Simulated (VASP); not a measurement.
# TaN (Fm-3m) in VASP: further runs

TaN is run at these levels: LDA, revPBE; tasks: single point.

Program: VASP 6.6.1. These are calculated values, not measurements. Logs are shortened: lines on timing, memory, paths and dates and some standing lists are left out, and cuts for length are marked.

**1. The cell of the first run**

Symmetry: Fm-3m, No. 225, cubic system. Conventional cell: a = 4.349 Å, b = 4.349 Å, c = 4.349 Å, α = 90.00°, β = 90.00°, γ = 90.00°. Within 2.9 Å of Ta (site symmetry m-3m) lie 6 N at 2.17 Å. N (site symmetry m-3m) has 6 Ta at 2.17 Å within 2.9 Å.

**2. Single point, LDA**

The input, INCAR:

```
SYSTEM = TaN
  PREC = Accurate
  ENCUT = 520
  EDIFF = 1E-6
  ISMEAR = 0
  SIGMA = 0.1
  LREAL = .False.
  LASPH = .True.
  NELM = 100
  ALGO = Normal
  ISIF = 2
  LWAVE = .False.
  LCHARG = .False.
  NBANDS = 15
```

The input, KPOINTS:

```
regular mesh
0
Gamma
  16 16 16
  0 0 0
```

The input, POSCAR:

```
TaN
1.0
    0.0000000000      2.1742693740      2.1742693740
    2.1742693740      0.0000000000      2.1742693740
    2.1742693740      2.1742693740      0.0000000000
Ta N
1 1
Direct
    0.5000000000      0.5000000000      0.5000000000
    0.0000000000      0.0000000000      0.0000000000
```

Potentials or basis: VASP PAW LDA potentials, release 64 (Ta_pv, N).

Launch:

```bash
> cat potpaw_LDA.64/Ta_pv/POTCAR potpaw_LDA.64/N/POTCAR > POTCAR
> mpirun -np 1 vasp_std > vasp.out
```

OUTCAR:

```text
SYSTEM = TaN
   PREC = Accurate
   ENCUT = 520
   EDIFF = 1E-6
   ISMEAR = 0
   LREAL = .False.
   LASPH = .True.
   NELM = 100
   ISIF = 2

 ion  position               nearest neighbor table
   1  0.500  0.500  0.500-   2 2.17   2 2.17   2 2.17   2 2.17   2 2.17   2 2.17
   2  0.000  0.000  0.000-   1 2.17   1 2.17   1 2.17   1 2.17   1 2.17   1 2.17

  LATTYP: Found a face centered cubic cell.
 ALAT       =     4.3485387480

  Lattice vectors:

 A1 = (   0.0000000000,   2.1742693740,   2.1742693740)
 A2 = (   2.1742693740,   0.0000000000,   2.1742693740)
 A3 = (   2.1742693740,   2.1742693740,   0.0000000000)

Analysis of symmetry for initial positions (statically):
=====================================================================
 Subroutine PRICEL returns:
 Original cell was already a primitive cell.

 Routine SETGRP: Setting up the symmetry group for a
 face centered cubic supercell.

 Subroutine GETGRP returns: Found 48 space group operations
 (whereof 48 operations were pure point group operations)
 out of a pool of 48 trial point group operations.

The static configuration has the point symmetry O_h .

Analysis of symmetry for dynamics (positions and initial velocities):
=====================================================================
 Subroutine PRICEL returns:
 Original cell was already a primitive cell.

 Routine SETGRP: Setting up the symmetry group for a
 face centered cubic supercell.

 Subroutine GETGRP returns: Found 48 space group operations
 (whereof 48 operations were pure point group operations)
 out of a pool of 48 trial point group operations.

The dynamic configuration has the point symmetry O_h .

 Subroutine INISYM returns: Found 48 space group operations
 (whereof 48 operations are pure point group operations),
 and found     1 'primitive' translations

----------------------------------------------------------------------------------------

                                     Primitive cell

  volume of cell :      20.5575

  direct lattice vectors                    reciprocal lattice vectors
     0.000000000  2.174269374  2.174269374    -0.229962306  0.229962306  0.229962306
     2.174269374  0.000000000  2.174269374     0.229962306 -0.229962306  0.229962306
     2.174269374  2.174269374  0.000000000     0.229962306  0.229962306 -0.229962306

  length of vectors
     3.074881237  3.074881237  3.074881237     0.398306399  0.398306399  0.398306399

  position of ions in fractional coordinates (direct lattice)
     0.500000000  0.500000000  0.500000000
     0.000000000  0.000000000  0.000000000

  ion indices of the primitive-cell ions
   primitive index   ion index
                 1           1
                 2           2

----------------------------------------------------------------------------------------

 KPOINTS: regular mesh

Automatic generation of k-mesh.
 Grid dimensions read from file:
 generate k-points for:   16   16   16

 Generating k-lattice:

  Cartesian coordinates                     Fractional coordinates (reciprocal lattice)
    -0.014372644  0.014372644  0.014372644     0.062500000  0.000000000  0.000000000
     0.014372644 -0.014372644  0.014372644     0.000000000  0.062500000  0.000000000
     0.014372644  0.014372644 -0.014372644     0.000000000  0.000000000  0.062500000

  Length of vectors
     0.024894150  0.024894150  0.024894150

  Shift w.r.t. Gamma in fractional coordinates (k-lattice)
     0.000000000  0.000000000  0.000000000

 Subroutine IBZKPT returns following result:
 ===========================================

 Found    145 irreducible k-points:

 Following reciprocal coordinates:
            Coordinates               Weight
  0.000000  0.000000  0.000000      1.000000
  0.062500  0.000000  0.000000      8.000000
  0.125000  0.000000  0.000000      8.000000
  0.187500  0.000000  0.000000      8.000000
  0.250000  0.000000  0.000000      8.000000
  0.312500  0.000000  0.000000      8.000000
[... 16 lines left out ...]
 -0.125000  0.062500  0.000000     24.000000
 -0.062500  0.062500  0.000000     12.000000
 [... further k-points ...]
   k-points           NKPTS =    145   k-points in BZ     NKDIM =    145   number of bands    NBANDS=     15
   number of dos      NEDOS =    301   number of ions     NIONS =      2
   total plane-waves  NPLWV =  13824
   dimension x,y,z NGX =    24 NGY =   24 NGZ =   24
   dimension x,y,z NGXF=    48 NGYF=   48 NGZF=   48
   ions per type =               1   1
   NGX,Y,Z   is equivalent  to a cutoff of  12.98, 12.98, 12.98 a.u.
   NGXF,Y,Z  is equivalent  to a cutoff of  25.95, 25.95, 25.95 a.u.
 SYSTEM =  TaN
   PREC   = accura    normal or accurate (medium, high low for compatibility)
   ISTART =      0    job   : 0-new  1-cont  2-samecut
   ICHARG =      2    charge: 1-file 2-atom 10-const
   ISPIN  =      1    spin polarized calculation?
   LNONCOLLINEAR =      F non collinear calculations
   LSORBIT =      F    spin-orbit coupling
   LASPH  =      T    aspherical Exc in radial PAW
   ENCUT  =  520.0 eV  38.22 Ry    6.18 a.u.   5.72  5.72  5.72*2*pi/ulx,y,z
   NELM   =    100;   NELMIN=  2; NELMDL= -5     # of ELM steps
   EDIFF  = 0.1E-05   stopping-criterion for ELM
   LREAL  =      F    real-space projection
   EDIFFG = 0.1E-04   stopping-criterion for IOM
   NSW    =      0    number of steps for IOM
   IBRION =     -1    ionic relax: 0-MD 1-quasi-New 2-CG
   NFREE  =      0    steps in history (QN), initial steepest desc. (CG)
   ISIF   =      2    stress and relaxation
   ISYM   =      2    0-nonsym 1-usesym 2-fastsym
   POTIM  = 0.5000    time-step for ionic-motion
   TEBEG  =    0.0;   TEEND  =   0.0 temperature during run
   PSTRESS=    0.0 pullay stress
   NELECT =      16.0000    total number of electrons
   NUPDOWN=      -1.0000    fix difference up-down
   EMIN   =  10.00;   EMAX   =-10.00  energy-range for DOS
   EFERMI =   0.00;   METHOD = LEGACY
   ISMEAR =     0;   SIGMA  =   0.10  broadening in eV -4-tet -1-fermi 0-gaus
   EFERMI_NEDOS =   21; number of points for ismear=-14 and -15
   IALGO  =     38    algorithm
   IMIX   =      4    mixing-type and parameters
     AMIX     =   0.40;   BMIX     =  1.00
     AMIX_MAG =   1.60;   BMIX_MAG =  1.00
  volume/ion in A,a.u.               =      10.28        69.36
  Fermi-wavevector in a.u.,A,eV,Ry     =   1.505884  2.845708 30.853744  2.267686
  Thomas-Fermi vector in A             =   2.616674
   LORBIT       =      0    0 simple, 1 ext, 2 COOP (PROOUT), +10 PAW based schemes
   GGA     = CA    functional components
   LHFCALC =     F    Hartree Fock is set to
   AEXX    =    0.0000 exact exchange contribution
   IVDW    =     0    specifies the selected vdW correction
   LEPSILON=     F    determine dielectric tensor
   LRPA    =     F    only Hartree local field effects (RPA)
 non-spin polarized calculation
 Gauss-broadening in eV      SIGMA  =   0.10
  energy-cutoff  :      520.00
  volume of cell :       20.56
 maximum number of plane-waves:       568
   NGX = 11   NGY = 11   NGZ = 11

 number of electron      16.0000000 magnetization

 Free energy of the ion-electron system (eV)
  ---------------------------------------------------
  ext. energy  EPLUGINS =         0.00000000
  ---------------------------------------------------
  free energy    TOTEN  =       -24.14754765 eV

  energy without entropy =      -24.14203667  energy(sigma->0) =      -24.14479216

 E-fermi :   9.7824     XC(G=0): -13.8456

 val. band max:        9.7701875651   @ k =  -0.3125   0.3750   0.1875
 cond. band min:       9.7886784869   @ k =  -0.3125   0.3125   0.1250
 fundamental gap:      0.0184909218
 Fermi energy:         9.7823623313

 k-point     1 :       0.0000    0.0000    0.0000
  band No.  band energies     occupation
      1     -25.7043      2.00000
      2     -25.7043      2.00000
      3     -25.7043      2.00000
      4      -9.0942      2.00000
      5       5.9265      2.00000
      6       5.9265      2.00000
      7       5.9265      2.00000
      8       7.5630      2.00000
      9       7.5630      2.00000
     10       7.5630      2.00000
     11       9.7962      0.84453
     12       9.7962      0.84453
     13      11.8201      0.00000
     14      19.2885      0.00000
     15      21.2682      0.00000

 k-point     2 :       0.0625    0.0000    0.0000
  band No.  band energies     occupation
      1     -25.7454      2.00000
      2     -25.7079      2.00000
      3     -25.7079      2.00000
      4      -8.9903      2.00000
      5       5.4010      2.00000
      6       5.5582      2.00000
      7       5.5582      2.00000
      8       7.7301      2.00000
      9       7.7301      2.00000
     10       7.8153      2.00000
     11      10.2166      0.00000
     12      10.2166      0.00000
     13      12.0972      0.00000
     14      19.5963      0.00000
     15      21.2681      0.00000

 k-point     3 :       0.1250    0.0000    0.0000
  band No.  band energies     occupation
      1     -25.8609      2.00000
      2     -25.7182      2.00000
      3     -25.7182      2.00000
      4      -8.6904      2.00000
      5       4.3473      2.00000
      6       4.8092      2.00000
      7       4.8092      2.00000
      8       8.1134      2.00000
      9       8.1134      2.00000
     10       8.1881      2.00000
     11      11.2276      0.00000
     12      11.2276      0.00000
     13      12.8112      0.00000
     14      20.4514      0.00000
     15      21.2679      0.00000
[... 343 lines left out ...]
 k-point    23 :      -0.1250    0.0625    0.0000
  band No.  band energies     occupation
      1     -25.9277      2.00000
      2     -25.7546      2.00000
      3     -25.7130      2.00000
      4      -8.4753      2.00000
      5       3.6757      2.00000
      6       4.2258      2.00000
      7       4.7356      2.00000
      8       8.0534      2.00000
      9       8.3122      2.00000
     10       8.9163      2.00000
     11      10.9339      0.00000
     12      12.3812      0.00000
     13      13.4342      0.00000
     14      21.0543      0.00000
     15      21.2677      0.00000

 k-point    24 :      -0.0625    0.0625    0.0000
  band No.  band energies     occupation
      1     -25.8023      2.00000
      2     -25.7299      2.00000
      3     -25.7065      2.00000
      4      -8.8231      2.00000
      5       4.6872      2.00000
      6       4.9749      2.00000
      7       5.3414      2.00000
      8       7.7447      2.00000
      9       7.9946      2.00000
     10       8.3084      2.00000
     11      10.2750      0.00000
     12      11.1571      0.00000
     13      12.5774      0.00000
     14      20.0859      0.00000
     15      21.2680      0.00000

 [... further k-points ...]

------------------------ aborting loop because EDIFF is reached ----------------------------------------

  FORCE on cell =-STRESS in cart. coord.  units (eV):
  Direction    XX          YY          ZZ          XY          YZ          ZX
  --------------------------------------------------------------------------------------
  -------------------------------------------------------------------------------------
  Total        0.2618804      0.2618804      0.2618804      0.0000000     -0.0000000      0.0000000
  in kB       20.4100246     20.4100246     20.4100246      0.0000000     -0.0000000      0.0000000
  external PRESSURE =      20.4100246 kB  Pullay stress =       0.0000000 kB

 VOLUME and BASIS-vectors are now :
 -----------------------------------------------------------------------------
  energy-cutoff  :      520.00
  volume of cell :       20.56
      direct lattice vectors                 reciprocal lattice vectors
     0.000000000  2.174269374  2.174269374    -0.229962306  0.229962306  0.229962306
     2.174269374  0.000000000  2.174269374     0.229962306 -0.229962306  0.229962306
     2.174269374  2.174269374  0.000000000     0.229962306  0.229962306 -0.229962306

 POSITION                                       TOTAL-FORCE (eV/Angst)
 -----------------------------------------------------------------------------------
      2.17427      2.17427      2.17427         0.000000      0.000000      0.000000
      0.00000      0.00000      0.00000        -0.000000     -0.000000     -0.000000
 -----------------------------------------------------------------------------------
    total drift:                                0.000000     -0.000000     -0.000000

  FREE ENERGIE OF THE ION-ELECTRON SYSTEM (eV)
  ---------------------------------------------------
  free  energy   TOTEN  =       -24.1475476493 eV

  energy  without entropy=      -24.1420366705  energy(sigma->0) =      -24.14479216
```

Run time: 15 s. Hardware: 1 thread of AMD EPYC 9R45 (Zen 5), shared host; peak memory 0.13 GiB.

Results:

```yaml
Free_energy: -24.1475 eV
Pressure: 2.0 GPa
Band_gap_on_the_k_mesh: zero (band 8 reaches 11.78 eV, above the bottom of band 9 at 7.56 eV)
```

Caveat: spin-orbit coupling is left out, which moves the levels of the heavy elements.

**3. Single point, revPBE**

The input, INCAR:

```
SYSTEM = TaN
  PREC = Accurate
  ENCUT = 520
  EDIFF = 1E-6
  ISMEAR = -4
  SIGMA = 0.1
  LREAL = .FALSE.
  LASPH = .TRUE.
  NELM = 100
  ALGO = Normal
  ISIF = 2
  LWAVE = .FALSE.
  LCHARG = .FALSE.
  GGA = RE
  NBANDS = 15
```

The input, KPOINTS:

```
Automatic mesh
0
G
  16 16 16
  0 0 0
```

POSCAR is that of step 2.

Potentials or basis: VASP PAW PBE potentials, release 64 (Ta_pv, N).

Launch:

```bash
> cat potpaw_PBE.64/Ta_pv/POTCAR potpaw_PBE.64/N/POTCAR > POTCAR
> mpirun -np 1 vasp_std > vasp.out
```

Run time: 18 s. Hardware: 1 thread of AMD EPYC 9R45 (Zen 5), shared host; peak memory 0.15 GiB.

Results (log left out):

```
Free energy            : -20.8390 eV
Pressure               : 22.2 GPa
Band gap on the k mesh : zero (band 8 reaches 12.03 eV, above the bottom of band 9 at 7.82 eV)
```

Levels at points of the mesh, in eV from the Fermi level:
```tsv
k point	band 4	band 5	band 6	band 7	band 8	band 9	band 10	band 11	band 12	band 13
(0.00, 0.00, 0.00)	-19.19	-3.93	-3.93	-3.93	-2.19	-2.19	-2.19	0.09	0.09	1.79
(0.50, 0.00, 0.00)	-15.99	-10.66	-7.83	-7.83	2.02	2.02	2.12	3.92	7.92	7.92
(0.50, 0.50, 0.00)	-17.94	-6.73	-5.70	-4.73	-4.73	2.24	3.75	3.75	4.89	7.24
```

Caveat: the PAW data sets were made with another functional, which shifts forces and pressure a little; spin-orbit coupling is left out, which moves the levels of the heavy elements.

(Part 1 of 2 ends here.)
